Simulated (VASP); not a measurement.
# BaTe (F-43m) in VASP: notebook

BaTe is run at these levels: PBE; tasks: single point.

Program: VASP 6.6.1. These are calculated values, not measurements. Logs are shortened: lines on timing, memory, paths and dates and some standing lists are left out, and cuts for length are marked.

## 1. The cell of the first run

The structure is cubic, space group F-43m (No. 216). The conventional cell has a = 7.593 Å, b = 7.593 Å, c = 7.593 Å, α = 90.00°, β = 90.00°, γ = 90.00°. Ba (site symmetry -43m) has 4 Te at 3.29 Å within 4.3 Å. Within 4.3 Å of Te (site symmetry -43m) lie 4 Ba at 3.29 Å.

## 2. Single point, PBE (strain -3.0%)

Input file INCAR:

```
SYSTEM = BaTe
PREC = Accurate
ENCUT = 500
EDIFF = 1E-6
ISMEAR = 0
SIGMA = 0.01
LREAL = .False.
LASPH = .True.
NELM = 120
ALGO = Normal
ISIF = 2
LWAVE = .False.
LCHARG = .False.
GGA = PE
NBANDS = 15
GGA_COMPAT = .False.
```

Input file KPOINTS:

```
regular mesh
0
Gamma
  4 4 4
  0 0 0
```

Input file POSCAR:

```
BaTe
1.0
    0.0000000000      3.7967339062      3.7967339062
    3.7967339062      0.0000000000      3.7967339062
    3.7967339062      3.7967339062      0.0000000000
Ba Te
1 1
Direct
    0.0000000000      0.0000000000      0.0000000000
    0.2500000000      0.2500000000      0.2500000000
```

Potentials or basis: VASP PAW PBE potentials, release 64 (Ba_sv, Te).

The run is started by

```sh
cat potpaw_PBE.64/Ba_sv/POTCAR potpaw_PBE.64/Te/POTCAR > POTCAR
mpirun -np 1 vasp_std > vasp.out
```

OUTCAR:

```text
SYSTEM = BaTe
   PREC = Accurate
   ENCUT = 500
   EDIFF = 1E-6
   ISMEAR = 0
   LREAL = .False.
   LASPH = .True.
   NELM = 120
   ISIF = 2
   GGA = PE

 ion  position               nearest neighbor table
   1  0.000  0.000  0.000-   2 3.29   2 3.29   2 3.29   2 3.29
   2  0.250  0.250  0.250-   1 3.29   1 3.29   1 3.29   1 3.29

  LATTYP: Found a face centered cubic cell.
 ALAT       =     7.5934678124

  Lattice vectors:

 A1 = (   0.0000000000,   3.7967339062,   3.7967339062)
 A2 = (   3.7967339062,   0.0000000000,   3.7967339062)
 A3 = (   3.7967339062,   3.7967339062,   0.0000000000)

Analysis of symmetry for initial positions (statically):
=====================================================================
 Subroutine PRICEL returns:
 Original cell was already a primitive cell.

 Routine SETGRP: Setting up the symmetry group for a
 face centered cubic supercell.

 Subroutine GETGRP returns: Found 24 space group operations
 (whereof 24 operations were pure point group operations)
 out of a pool of 48 trial point group operations.

The static configuration has the point symmetry T_d .

Analysis of symmetry for dynamics (positions and initial velocities):
=====================================================================
 Subroutine PRICEL returns:
 Original cell was already a primitive cell.

 Routine SETGRP: Setting up the symmetry group for a
 face centered cubic supercell.

 Subroutine GETGRP returns: Found 24 space group operations
 (whereof 24 operations were pure point group operations)
 out of a pool of 48 trial point group operations.

The dynamic configuration has the point symmetry T_d .

 Subroutine INISYM returns: Found 24 space group operations
 (whereof 24 operations are pure point group operations),
 and found     1 'primitive' translations

----------------------------------------------------------------------------------------

                                     Primitive cell

  volume of cell :     109.4613

  direct lattice vectors                    reciprocal lattice vectors
     0.000000000  3.796733906  3.796733906    -0.131692137  0.131692137  0.131692137
     3.796733906  0.000000000  3.796733906     0.131692137 -0.131692137  0.131692137
     3.796733906  3.796733906  0.000000000     0.131692137  0.131692137 -0.131692137

  length of vectors
     5.369392583  5.369392583  5.369392583     0.228097471  0.228097471  0.228097471

  position of ions in fractional coordinates (direct lattice)
     0.000000000  0.000000000  0.000000000
     0.250000000  0.250000000  0.250000000

  ion indices of the primitive-cell ions
   primitive index   ion index
                 1           1
                 2           2

----------------------------------------------------------------------------------------

 KPOINTS: regular mesh

Automatic generation of k-mesh.
 Grid dimensions read from file:
 generate k-points for:    4    4    4

 Generating k-lattice:

  Cartesian coordinates                     Fractional coordinates (reciprocal lattice)
    -0.032923034  0.032923034  0.032923034     0.250000000  0.000000000  0.000000000
     0.032923034 -0.032923034  0.032923034     0.000000000  0.250000000  0.000000000
     0.032923034  0.032923034 -0.032923034     0.000000000  0.000000000  0.250000000

  Length of vectors
     0.057024368  0.057024368  0.057024368

  Shift w.r.t. Gamma in fractional coordinates (k-lattice)
     0.000000000  0.000000000  0.000000000

 Subroutine IBZKPT returns following result:
 ===========================================

 Found      8 irreducible k-points:

 Following reciprocal coordinates:
            Coordinates               Weight
  0.000000  0.000000  0.000000      1.000000
  0.250000  0.000000  0.000000      8.000000
  0.500000  0.000000  0.000000      4.000000
  0.250000  0.250000  0.000000      6.000000
  0.500000  0.250000  0.000000     24.000000
 -0.250000  0.250000  0.000000     12.000000
  0.500000  0.500000  0.000000      3.000000
 -0.250000  0.500000  0.250000      6.000000
   k-points           NKPTS =      8   k-points in BZ     NKDIM =      8   number of bands    NBANDS=     15
   number of dos      NEDOS =    301   number of ions     NIONS =      2
   total plane-waves  NPLWV =  64000
   dimension x,y,z NGX =    40 NGY =   40 NGZ =   40
   dimension x,y,z NGXF=    80 NGYF=   80 NGZF=   80
   ions per type =               1   1
   NGX,Y,Z   is equivalent  to a cutoff of  12.38, 12.38, 12.38 a.u.
   NGXF,Y,Z  is equivalent  to a cutoff of  24.77, 24.77, 24.77 a.u.
 SYSTEM =  BaTe
   PREC   = accura    normal or accurate (medium, high low for compatibility)
   ISTART =      0    job   : 0-new  1-cont  2-samecut
   ICHARG =      2    charge: 1-file 2-atom 10-const
   ISPIN  =      1    spin polarized calculation?
   LNONCOLLINEAR =      F non collinear calculations
   LSORBIT =      F    spin-orbit coupling
   LASPH  =      T    aspherical Exc in radial PAW
   ENCUT  =  500.0 eV  36.75 Ry    6.06 a.u.   9.79  9.79  9.79*2*pi/ulx,y,z
   NELM   =    120;   NELMIN=  2; NELMDL= -5     # of ELM steps
   EDIFF  = 0.1E-05   stopping-criterion for ELM
   LREAL  =      F    real-space projection
[... 7 lines left out ...]
   TEBEG  =    0.0;   TEEND  =   0.0 temperature during run
   PSTRESS=    0.0 pullay stress
   NELECT =      16.0000    total number of electrons
   NUPDOWN=      -1.0000    fix difference up-down
   EMIN   =  10.00;   EMAX   =-10.00  energy-range for DOS
   EFERMI =   0.00;   METHOD = LEGACY
   ISMEAR =     0;   SIGMA  =   0.01  broadening in eV -4-tet -1-fermi 0-gaus
   EFERMI_NEDOS =   21; number of points for ismear=-14 and -15
   IALGO  =     38    algorithm
   IMIX   =      4    mixing-type and parameters
     AMIX     =   0.40;   BMIX     =  1.00
     AMIX_MAG =   1.60;   BMIX_MAG =  1.00
  volume/ion in A,a.u.               =      54.73       369.34
  Fermi-wavevector in a.u.,A,eV,Ry     =   0.862372  1.629647 10.118456  0.743686
  Thomas-Fermi vector in A             =   1.980164
   LORBIT       =      0    0 simple, 1 ext, 2 COOP (PROOUT), +10 PAW based schemes
   GGA     = PE    functional components
   LHFCALC =     F    Hartree Fock is set to
   AEXX    =    0.0000 exact exchange contribution
   IVDW    =     0    specifies the selected vdW correction
   LEPSILON=     F    determine dielectric tensor
   LRPA    =     F    only Hartree local field effects (RPA)
 non-spin polarized calculation
 Gauss-broadening in eV      SIGMA  =   0.01
  energy-cutoff  :      500.00
  volume of cell :      109.46
 maximum number of plane-waves:      2788
   NGX = 19   NGY = 19   NGZ = 19

 number of electron      16.0000000 magnetization

 Free energy of the ion-electron system (eV)
  ---------------------------------------------------
  ext. energy  EPLUGINS =         0.00000000
  ---------------------------------------------------
  free energy    TOTEN  =        -8.01275935 eV

  energy without entropy =       -8.01275935  energy(sigma->0) =       -8.01275935

 E-fermi :   0.5168     XC(G=0):  -7.0128

 val. band max:        0.4494169158   @ k =  -0.2500   0.5000   0.2500
 cond. band min:       3.1405165536   @ k =   0.0000   0.0000   0.0000
 fundamental gap:      2.6910996378
 Fermi energy:         0.5168031456

 k-point     1 :       0.0000    0.0000    0.0000
  band No.  band energies     occupation
      1     -26.2143      2.00000
      2     -11.4387      2.00000
      3     -11.4387      2.00000
      4     -11.4387      2.00000
      5      -8.4203      2.00000
      6      -0.1214      2.00000
      7      -0.1214      2.00000
      8      -0.1214      2.00000
      9       3.1405      0.00000
     10       4.6450      0.00000
     11       4.6450      0.00000
     12       6.7847      0.00000
     13       6.7847      0.00000
     14       6.7847      0.00000
     15       8.8582      0.00000

 k-point     2 :       0.2500    0.0000    0.0000
  band No.  band energies     occupation
      1     -26.2113      2.00000
      2     -11.5791      2.00000
      3     -11.4496      2.00000
      4     -11.4496      2.00000
      5      -8.2184      2.00000
      6      -0.3268      2.00000
      7      -0.0022      2.00000
      8      -0.0022      2.00000
      9       4.1980      0.00000
     10       4.4819      0.00000
     11       4.4819      0.00000
     12       6.1987      0.00000
     13       6.9233      0.00000
     14       7.0087      0.00000
     15       7.0087      0.00000

 k-point     3 :       0.5000    0.0000    0.0000
  band No.  band energies     occupation
      1     -26.2083      2.00000
      2     -11.7042      2.00000
      3     -11.4603      2.00000
      4     -11.4603      2.00000
      5      -8.0369      2.00000
      6      -0.3314      2.00000
      7       0.1045      2.00000
      8       0.1045      2.00000
      9       4.5409      0.00000
     10       4.8884      0.00000
     11       4.8884      0.00000
     12       5.1529      0.00000
     13       5.8541      0.00000
     14       5.8541      0.00000
     15       8.2488      0.00000
[... 55 lines left out ...]
 k-point     7 :       0.5000    0.5000    0.0000
  band No.  band energies     occupation
      1     -26.2064      2.00000
      2     -11.7400      2.00000
      3     -11.4909      2.00000
      4     -11.4909      2.00000
      5      -7.9100      2.00000
      6      -0.6934      2.00000
      7       0.4418      2.00000
      8       0.4418      2.00000
      9       3.3299      0.00000
     10       4.4546      0.00000
     11       5.5993      0.00000
     12       5.5993      0.00000
     13       5.6200      0.00000
     14       8.0489      0.00000
     15       8.5487      0.00000

 k-point     8 :      -0.2500    0.5000    0.2500
  band No.  band energies     occupation
      1     -26.2064      2.00000
      2     -11.7223      2.00000
      3     -11.5111      2.00000
      4     -11.4917      2.00000
      5      -7.9069      2.00000
      6      -0.2178      2.00000
      7      -0.1356      2.00000
      8       0.4494      2.00000
      9       3.3113      0.00000
     10       4.2709      0.00000
     11       5.3372      0.00000
     12       5.7466      0.00000
     13       6.7009      0.00000
     14       8.0141      0.00000
     15       8.1654      0.00000

------------------------ aborting loop because EDIFF is reached ----------------------------------------

  FORCE on cell =-STRESS in cart. coord.  units (eV):
  Direction    XX          YY          ZZ          XY          YZ          ZX
  --------------------------------------------------------------------------------------
  -------------------------------------------------------------------------------------
  Total        1.5884149      1.5884149      1.5884149     -0.0000000     -0.0000000      0.0000000
  in kB       23.2495235     23.2495235     23.2495235     -0.0000000     -0.0000000      0.0000000
  external PRESSURE =      23.2495235 kB  Pullay stress =       0.0000000 kB

 VOLUME and BASIS-vectors are now :
 -----------------------------------------------------------------------------
  energy-cutoff  :      500.00
  volume of cell :      109.46
      direct lattice vectors                 reciprocal lattice vectors
     0.000000000  3.796733906  3.796733906    -0.131692137  0.131692137  0.131692137
     3.796733906  0.000000000  3.796733906     0.131692137 -0.131692137  0.131692137
     3.796733906  3.796733906  0.000000000     0.131692137  0.131692137 -0.131692137

 POSITION                                       TOTAL-FORCE (eV/Angst)
 -----------------------------------------------------------------------------------
      0.00000      0.00000      0.00000        -0.000000     -0.000000     -0.000000
      1.89837      1.89837      1.89837         0.000000      0.000000      0.000000
 -----------------------------------------------------------------------------------
    total drift:                                0.000000      0.000000      0.000000

  FREE ENERGIE OF THE ION-ELECTRON SYSTEM (eV)
  ---------------------------------------------------
  free  energy   TOTEN  =        -8.0127593451 eV

  energy  without entropy=       -8.0127593451  energy(sigma->0) =       -8.01275935
```

Run time: 14 s. Hardware: 1 thread of Intel Xeon 6975P-C, shared host; peak memory 0.24 GiB.

Results:

```
Free energy            : -8.0128 eV
Pressure               : 2.3 GPa
Band gap on the k mesh : 2.69 eV, indirect (least direct gap 2.86 eV)
```

Caveat: the cell differs from its parent crystal (strain -3.0%); spin-orbit coupling is left out, which moves the levels of the heavy elements. A k mesh can miss the band edges.

(Part 1 of 2 ends here.)
